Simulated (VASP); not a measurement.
# BeTe (F-43m) in VASP: further runs

BeTe is run at these levels: HSE06; tasks: single point.

All numbers are computed with VASP 6.6.1; they aren't measurements. Logs are shortened: lines on timing, memory, paths and dates and some standing lists are left out, and cuts for length are marked.

**1. The cell of the first run**

Symmetry: F-43m, No. 216, cubic system. Conventional cell: a = 5.540 Å, b = 5.540 Å, c = 5.540 Å, α = 90.00°, β = 90.00°, γ = 90.00°. Te (site symmetry -43m) has 4 Be at 2.40 Å within 3.2 Å. Be (site symmetry -43m) has 4 Te at 2.40 Å within 3.2 Å.

**2. Single point, HSE06**

POSCAR

```
BeTe
1.0
    0.0000000000      2.7700000000      2.7700000000
    2.7700000000      0.0000000000      2.7700000000
    2.7700000000      2.7700000000      0.0000000000
Te Be
1 1
Direct
    0.7500000000      0.7500000000      0.7500000000
    0.0000000000      0.0000000000      0.0000000000
```

INCAR.step1

```
SYSTEM = BeTe
PREC = Accurate
ENCUT = 520
EDIFF = 1E-5
ISMEAR = -1
SIGMA = 0.05
LREAL = .False.
LASPH = .True.
NELM = 80
ALGO = Normal
ISIF = 2
LWAVE = .True.
LCHARG = .False.
NBANDS = 11
GGA = PE
```

INCAR.step2

```
SYSTEM = BeTe
PREC = Accurate
ENCUT = 520
EDIFF = 1E-6
ISMEAR = -1
SIGMA = 0.05
LREAL = .False.
LASPH = .True.
NELM = 80
ALGO = Normal
ISIF = 2
LWAVE = .False.
LCHARG = .False.
GGA = PE
LHFCALC = .True.
HFSCREEN = 0.2079
PRECFOCK = Normal
NBANDS = 11
ISTART = 1
```

KPOINTS

```
Automatic mesh
0
Gamma
  4 4 4
  0 0 0
```

Potentials or basis: VASP PAW PBE potentials, release 64 (Te, Be).

Command:

```console
$ cat potpaw_PBE.64/Te/POTCAR potpaw_PBE.64/Be/POTCAR > POTCAR
$ cp INCAR.step1 INCAR
$ mpirun -np 1 vasp_std > vasp.out
$ cp INCAR.step2 INCAR
$ mpirun -np 1 vasp_std > vasp.out
```

OUTCAR:

```text
SYSTEM = BeTe
   PREC = Accurate
   ENCUT = 520
   EDIFF = 1E-6
   ISMEAR = -1
   LREAL = .False.
   LASPH = .True.
   NELM = 80
   ISIF = 2
   GGA = PE
   LHFCALC = .True.
   HFSCREEN = 0.2079
   PRECFOCK = Normal
   ISTART = 1

 ion  position               nearest neighbor table
   1  0.750  0.750  0.750-   2 2.40   2 2.40   2 2.40   2 2.40
   2  0.000  0.000  0.000-   1 2.40   1 2.40   1 2.40   1 2.40

  LATTYP: Found a face centered cubic cell.
 ALAT       =     5.5400000000

  Lattice vectors:

 A1 = (   0.0000000000,   2.7700000000,   2.7700000000)
 A2 = (   2.7700000000,   0.0000000000,   2.7700000000)
 A3 = (   2.7700000000,   2.7700000000,   0.0000000000)

Analysis of symmetry for initial positions (statically):
=====================================================================
 Subroutine PRICEL returns:
 Original cell was already a primitive cell.

 Routine SETGRP: Setting up the symmetry group for a
 face centered cubic supercell.

 Subroutine GETGRP returns: Found 24 space group operations
 (whereof 24 operations were pure point group operations)
 out of a pool of 48 trial point group operations.

The static configuration has the point symmetry T_d .

Analysis of symmetry for dynamics (positions and initial velocities):
=====================================================================
 Subroutine PRICEL returns:
 Original cell was already a primitive cell.

 Routine SETGRP: Setting up the symmetry group for a
 face centered cubic supercell.

 Subroutine GETGRP returns: Found 24 space group operations
 (whereof 24 operations were pure point group operations)
 out of a pool of 48 trial point group operations.

The dynamic configuration has the point symmetry T_d .

 Subroutine INISYM returns: Found 24 space group operations
 (whereof 24 operations are pure point group operations),
 and found     1 'primitive' translations

----------------------------------------------------------------------------------------

                                     Primitive cell

  volume of cell :      42.5079

  direct lattice vectors                    reciprocal lattice vectors
     0.000000000  2.770000000  2.770000000    -0.180505415  0.180505415  0.180505415
     2.770000000  0.000000000  2.770000000     0.180505415 -0.180505415  0.180505415
     2.770000000  2.770000000  0.000000000     0.180505415  0.180505415 -0.180505415

  length of vectors
     3.917371568  3.917371568  3.917371568     0.312644550  0.312644550  0.312644550

  position of ions in fractional coordinates (direct lattice)
     0.750000000  0.750000000  0.750000000
     0.000000000  0.000000000  0.000000000

  ion indices of the primitive-cell ions
   primitive index   ion index
                 1           1
                 2           2

----------------------------------------------------------------------------------------

 KPOINTS: Automatic mesh

Automatic generation of k-mesh.
 Grid dimensions read from file:
 generate k-points for:    4    4    4

 Generating k-lattice:

  Cartesian coordinates                     Fractional coordinates (reciprocal lattice)
    -0.045126354  0.045126354  0.045126354     0.250000000  0.000000000  0.000000000
     0.045126354 -0.045126354  0.045126354     0.000000000  0.250000000  0.000000000
     0.045126354  0.045126354 -0.045126354     0.000000000  0.000000000  0.250000000

  Length of vectors
     0.078161138  0.078161138  0.078161138

  Shift w.r.t. Gamma in fractional coordinates (k-lattice)
     0.000000000  0.000000000  0.000000000

 Subroutine IBZKPT returns following result:
 ===========================================

 Found      8 irreducible k-points:

 Following reciprocal coordinates:
            Coordinates               Weight
  0.000000  0.000000  0.000000      1.000000
  0.250000  0.000000  0.000000      8.000000
  0.500000  0.000000  0.000000      4.000000
  0.250000  0.250000  0.000000      6.000000
  0.500000  0.250000  0.000000     24.000000
 -0.250000  0.250000  0.000000     12.000000
  0.500000  0.500000  0.000000      3.000000
 -0.250000  0.500000  0.250000      6.000000
   k-points           NKPTS =      8   k-points in BZ     NKDIM =     64   number of bands    NBANDS=     11
   number of dos      NEDOS =    301   number of ions     NIONS =      2
   total plane-waves  NPLWV =  27000
   dimension x,y,z NGX =    30 NGY =   30 NGZ =   30
   dimension x,y,z NGXF=    60 NGYF=   60 NGZF=   60
   ions per type =               1   1
   NGX,Y,Z   is equivalent  to a cutoff of  12.73, 12.73, 12.73 a.u.
   NGXF,Y,Z  is equivalent  to a cutoff of  25.46, 25.46, 25.46 a.u.
 SYSTEM =  BeTe
   PREC   = accura    normal or accurate (medium, high low for compatibility)
   ISTART =      1    job   : 0-new  1-cont  2-samecut
   ICHARG =      0    charge: 1-file 2-atom 10-const
   ISPIN  =      1    spin polarized calculation?
   LNONCOLLINEAR =      F non collinear calculations
   LSORBIT =      F    spin-orbit coupling
   LASPH  =      T    aspherical Exc in radial PAW
   ENCUT  =  520.0 eV  38.22 Ry    6.18 a.u.   7.28  7.28  7.28*2*pi/ulx,y,z
   NELM   =     80;   NELMIN=  2; NELMDL=  0     # of ELM steps
   EDIFF  = 0.1E-05   stopping-criterion for ELM
   LREAL  =      F    real-space projection
   EDIFFG = 0.1E-04   stopping-criterion for IOM
   NSW    =      0    number of steps for IOM
   IBRION =     -1    ionic relax: 0-MD 1-quasi-New 2-CG
   NFREE  =      0    steps in history (QN), initial steepest desc. (CG)
   ISIF   =      2    stress and relaxation
   ISYM   =      3    0-nonsym 1-usesym 2-fastsym
   POTIM  = 0.5000    time-step for ionic-motion
   TEBEG  =    0.0;   TEEND  =   0.0 temperature during run
   PSTRESS=    0.0 pullay stress
   NELECT =       8.0000    total number of electrons
   NUPDOWN=      -1.0000    fix difference up-down
   EMIN   =  10.00;   EMAX   =-10.00  energy-range for DOS
   EFERMI =   0.00;   METHOD = LEGACY
   ISMEAR =    -1;   SIGMA  =   0.05  broadening in eV -4-tet -1-fermi 0-gaus
   EFERMI_NEDOS =   21; number of points for ismear=-14 and -15
   IALGO  =     38    algorithm
   IMIX   =      1    mixing-type and parameters
     AMIX     =   0.40;   BMIX     =  1.00
     AMIX_MAG =   1.60;   BMIX_MAG =  1.00
  volume/ion in A,a.u.               =      21.25       143.43
  Fermi-wavevector in a.u.,A,eV,Ry     =   0.938170  1.772885 11.975354  0.880164
  Thomas-Fermi vector in A             =   2.065355
   LORBIT       =      0    0 simple, 1 ext, 2 COOP (PROOUT), +10 PAW based schemes
   GGA     = PE    functional components
   LHFCALC =     T    Hartree Fock is set to
   PRECFOCK=normal    Normal, Fast or Accurate (Low or Medium for compatibility)
   ENCUT4O =  -1.0   cutoff for four orbital integrals eV
   NKREDX  =     1    reduce k-point grid by
   NKREDY  =     1    reduce k-point grid by
   NKREDZ  =     1    reduce k-point grid by
   AEXX    =    0.2500 exact exchange contribution
   HFSCREEN=    0.2079 screening length (either q_TF or 0.3 A-1)
   HFSCREENC=   0.2079 screening length for correlation (either q_TF or 0.3 A-1)
   ENCUTFOCK=  -1.0 apply spherical cutoff to Coloumb kernel
   IVDW    =     0    specifies the selected vdW correction
   LEPSILON=     F    determine dielectric tensor
   LRPA    =     F    only Hartree local field effects (RPA)
 non-spin polarized calculation
  energy-cutoff  :      520.00
  volume of cell :       42.51
 maximum number of plane-waves:      1162
 NGX is ok and might be reduce to    30
  NGX = 24; NGY = 24; NGZ = 24

 number of electron       8.0000000 magnetization

 Free energy of the ion-electron system (eV)
  ---------------------------------------------------
  ext. energy  EPLUGINS =         0.00000000
  ---------------------------------------------------
  free energy    TOTEN  =        -8.65914529 eV

  energy without entropy =       -8.65914529  energy(sigma->0) =       -8.65914529

 E-fermi :   6.2743     XC(G=0):  -7.7123

 val. band max:        5.1929431281   @ k =   0.0000   0.0000   0.0000
 cond. band min:       7.7137514766   @ k =   0.5000   0.5000   0.0000
 fundamental gap:      2.5208083485
 Fermi energy:         6.2742523927

 k-point     1 :       0.0000    0.0000    0.0000
  band No.  band energies     occupation
      1      -8.6034      2.00000
      2       5.1929      2.00000
      3       5.1929      2.00000
      4       5.1929      2.00000
      5       9.6249      0.00000
      6       9.6249      0.00000
      7       9.6249      0.00000
      8      10.1865      0.00000
      9      14.6636      0.00000
     10      16.5997      0.00000
     11      16.5997      0.00000

 k-point     2 :       0.2500    0.0000    0.0000
  band No.  band energies     occupation
      1      -7.9353      2.00000
      2       1.4067      2.00000
      3       4.4168      2.00000
      4       4.4168      2.00000
      5       9.4209      0.00000
      6      10.5984      0.00000
      7      10.5984      0.00000
      8      13.5470      0.00000
      9      15.2836      0.00000
     10      15.2836      0.00000
     11      15.3801      0.00000

 k-point     3 :       0.5000    0.0000    0.0000
  band No.  band energies     occupation
      1      -6.9469      2.00000
      2      -1.2531      2.00000
      3       3.8783      2.00000
      4       3.8783      2.00000
      5       9.1818      0.00000
      6      10.6463      0.00000
      7      10.6463      0.00000
      8      14.0263      0.00000
      9      17.5631      0.00000
     10      18.1545      0.00000
     11      18.1545      0.00000

 k-point     4 :       0.2500    0.2500    0.0000
  band No.  band energies     occupation
      1      -7.7071      2.00000
      2       1.9408      2.00000
      3       3.2449      2.00000
      4       3.2449      2.00000
      5       8.4648      0.00000
      6      10.4384      0.00000
      7      12.8455      0.00000
      8      12.8455      0.00000
      9      15.2550      0.00000
     10      17.3547      0.00000
     11      17.6624      0.00000

 k-point     5 :       0.5000    0.2500    0.0000
  band No.  band energies     occupation
      1      -6.6902      2.00000
      2      -0.4192      2.00000
      3       1.7478      2.00000
      4       2.8459      2.00000
      5       8.8410      0.00000
      6      11.7036      0.00000
      7      12.9232      0.00000
      8      13.2200      0.00000
      9      17.0178      0.00000
     10      18.3926      0.00000
     11      19.1548      0.00000

 k-point     6 :      -0.2500    0.2500    0.0000
  band No.  band energies     occupation
      1      -7.0498      2.00000
      2       0.1847      2.00000
      3       1.5278      2.00000
      4       3.7973      2.00000
      5       9.7719      0.00000
      6      11.7988      0.00000
      7      12.4270      0.00000
      8      13.0685      0.00000
      9      14.5731      0.00000
     10      16.4699      0.00000
     11      19.1288      0.00000

 k-point     7 :       0.5000    0.5000    0.0000
  band No.  band energies     occupation
      1      -6.3312      2.00000
      2      -0.7495      2.00000
      3       2.1114      2.00000
      4       2.1114      2.00000
      5       7.7138      0.00000
      6       8.5107      0.00000
      7      16.6101      0.00000
      8      16.6101      0.00000
      9      18.3796      0.00000
     10      20.0685      0.00000
     11      20.0994      0.00000

 k-point     8 :      -0.2500    0.5000    0.2500
  band No.  band energies     occupation
      1      -6.2861      2.00000
      2      -0.1175      2.00000
      3       0.8981      2.00000
      4       1.4798      2.00000
      5      11.3190      0.00000
      6      11.6184      0.00000
      7      11.8637      0.00000
      8      12.6088      0.00000
      9      17.6713      0.00000
     10      18.6514      0.00000
     11      19.5607      0.00000

------------------------ aborting loop because EDIFF is reached ----------------------------------------

  FORCE on cell =-STRESS in cart. coord.  units (eV):
  Direction    XX          YY          ZZ          XY          YZ          ZX
  --------------------------------------------------------------------------------------
  -------------------------------------------------------------------------------------
  Total        0.9607878      0.9607878      0.9607878     -0.0000000      0.0000000     -0.0000000
  in kB       36.2133534     36.2133534     36.2133534     -0.0000000      0.0000000     -0.0000000
  external PRESSURE =      36.2133534 kB  Pullay stress =       0.0000000 kB

 VOLUME and BASIS-vectors are now :
 -----------------------------------------------------------------------------
  energy-cutoff  :      520.00
  volume of cell :       42.51
      direct lattice vectors                 reciprocal lattice vectors
     0.000000000  2.770000000  2.770000000    -0.180505415  0.180505415  0.180505415
     2.770000000  0.000000000  2.770000000     0.180505415 -0.180505415  0.180505415
     2.770000000  2.770000000  0.000000000     0.180505415  0.180505415 -0.180505415

 POSITION                                       TOTAL-FORCE (eV/Angst)
 -----------------------------------------------------------------------------------
      4.15500      4.15500      4.15500         0.000000     -0.000000      0.000000
      0.00000      0.00000      0.00000        -0.000000      0.000000     -0.000000
 -----------------------------------------------------------------------------------
    total drift:                                0.000000      0.000000      0.000001

  FREE ENERGIE OF THE ION-ELECTRON SYSTEM (eV)
  ---------------------------------------------------
  free  energy   TOTEN  =        -8.6591452854 eV

  energy  without entropy=       -8.6591452853  energy(sigma->0) =       -8.65914529
```

Run time: 3.3 min. Hardware: 1 thread of Intel Xeon 8259CL, shared host; peak memory 0.29 GiB.

What came out:

* Free energy: -8.6591 eV
* Pressure: 3.6 GPa
* Band gap on the k mesh: 2.52 eV (least direct gap 4.43 eV)

Caveat: the k points lie up to 0.49 Å⁻¹ apart; the PAW data sets were made with another functional, which shifts forces and pressure a little; spin-orbit coupling is left out, which moves the levels of the heavy elements.

[end of part 1 of 2]
